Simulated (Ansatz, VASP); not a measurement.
BeSe5 in VASP and in Ansatz

```
CELL_PARAMETERS angstrom
3.47912 2.00867 2.99641
-3.47912 2.00867 2.99641
0.00000 -4.01734 2.99641
ATOMIC_POSITIONS crystal
Be 0.50000 0.50000 0.50000
Se 0.49871 0.50129 0.00000
Se 0.14768 0.14768 0.14768
Se 0.00000 0.49871 0.50129
Se 0.50129 0.00000 0.49871
Se 0.85232 0.85232 0.85232
```

Change from the starting cell: species swapped into the Mg5Sn type (R32, No. 155).

Alike in both runs: functional PBE; k mesh 3 × 3 × 3; occupations gaussian, width 0.1 eV; no spin polarisation.

Ansatz relaxed the structure, and its values are those at the end. VASP's run is a single point on that final structure, the one shown.

```csv
,VASP,Ansatz
version,VASP 6.6.1,Ansatz 0.2.0
potentials or method,"VASP PAW PBE potentials, release 64 (Be, Se), cutoff 520 eV","scalar-relativistic, plane waves, PAW"
valence electrons in the cell,32,82
```

```tsv
	VASP	Ansatz	Ansatz less VASP
gap on the k mesh at the Fermi level (eV)	none	none	-
pressure (GPa)	0.3	0.2	-0.05
rms of the force components (eV/Å)	0.007	0.009	+0.0027
```

A gap of «none» marks a metal or a gap that the smearing closes. The functional is the same, so the differences come from potentials, cutoffs and numerics. VASP's potentials hold 32 valence electrons a cell and Ansatz's 82, so a difference there can come from the potentials and not from the codes.

The k mesh is coarse, so the values compare programs but aren't converged.
